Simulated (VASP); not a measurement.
C, 12 atoms in the cell. The structure is hexagonal, space group P6_3/mmc (No. 194). Conventional cell: a = 2.476 Å, b = 2.476 Å, c = 12.118 Å, α = 90.00°, β = 90.00°, γ = 120.00°. Within 2.0 Å of C (site symmetry 3m) lie 4 C at 1.52 to 1.53 Å. C (site symmetry 3m) has 4 C at 1.51 to 1.52 Å within 2.0 Å. C (site symmetry 3m) has 4 C at 1.51 to 1.52 Å within 2.0 Å. 

| Quantity | Value |
| --- | --- |
| Program | VASP 6.6.1 |
| Task | single point |
| Functional | PBE |
| Potentials or basis | VASP PAW PBE potentials, release 64 (C) |
| Cutoff | 520 eV |
| k mesh | 12 × 12 × 2 |
| Occupations | gaussian, width 0.05 eV |
| Spin | no spin polarisation |
| Dipole correction | no |
| Further INCAR settings | ALGO = Normal; EDIFF = 1e-07; NBANDS = 36 |

Potentials or basis: VASP PAW PBE potentials, release 64 (C).

Launch:

```sh
$ cat potpaw_PBE.64/C/POTCAR > POTCAR
$ mpirun -np 1 vasp_std > vasp.out
```

Hardware: 1 thread of Intel(R) Xeon(R) Platinum 8259CL CPU @ 2.50GHz (Skylake/Cascade Lake), with other jobs on the host.

Question: How long does it take, and how much memory?

Answer: Wall time 69 s on 1 thread of Intel(R) Xeon(R) Platinum 8259CL CPU @ 2.50GHz (Skylake/Cascade Lake), on a shared host, peak memory 0.2 GiB. Counts: scf iterations 13, k points 38.
